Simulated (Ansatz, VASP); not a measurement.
## Two plane-wave programs on As

INCAR

```
PREC = Accurate ; ENCUT = 520
EDIFF = 1E-6 ; ISMEAR = 0
SIGMA = 0.15 ; LREAL = False
LASPH = True ; NELM = 60
ALGO = Normal ; ISIF = 2
LWAVE = False ; LCHARG = False
NBANDS = 8
```

File KPOINTS:

```
Automatic mesh
0
Gamma
  18 18 18
```

File POSCAR:

```
As
1.0
    2.7847921967      0.0000000000      0.0000000000
    0.0000000000      2.7847921967      0.0000000000
    0.0000000000      0.0000000000      2.6225712921
As
1
Direct
    0.5000000000      0.5000000000      0.5000000000
```

Input for Ansatz:

```yaml
crystal:
  lattice:
    - [2.7847921967, 0.0, 0.0]
    - [0.0, 2.7847921967, 0.0]
    - [0.0, 0.0, 2.6225712921]
  atoms:
    - { symbol: As, position: [0.5, 0.5, 0.5] }
basis:
  ecutwfc: 420
kpoints:
  mp_grid: { grid: [18, 18, 18] }
hamiltonian:
  xc: lda
scf:
  occupations: { method: gaussian, width: 0.15 }
output:
  forces: true
  stress: true
  eigenvalues: true
```

Change from the starting cell: strain +0.030 along x and y, -0.030 along z, atoms carried along.

Alike in both runs: task single point; functional LDA; k mesh 18 × 18 × 18; occupations gaussian, width 0.15 eV; no spin polarisation.

|  | VASP | Ansatz |
| --- | --- | --- |
| version | VASP 6.6.1 | Ansatz 0.2.0 |
| potentials or method | VASP PAW LDA potentials, release 64 (As), cutoff 520 eV | scalar-relativistic, plane waves, PAW |
| valence electrons in the cell | 5 | 15 |

VASP gave:

```
gap on the k mesh at the Fermi level (eV)                     : none
pressure (GPa)                                                : -4.3
traceless stress, the component that is largest in VASP (GPa) : 7.13
```

What did Ansatz give for the same quantities?

gap on the k mesh at the Fermi level (eV): none; pressure (GPa): -4.5; traceless stress, the component that is largest in VASP (GPa): 7.06.

LDA's correlation is that of Perdew and Zunger in VASP and of Perdew and Wang (1992) in Ansatz. A gap of «none» marks a metal or a gap that the smearing closes. VASP's potentials hold 5 valence electrons a cell and Ansatz's 15, so a difference there can come from the potentials and not from the codes.
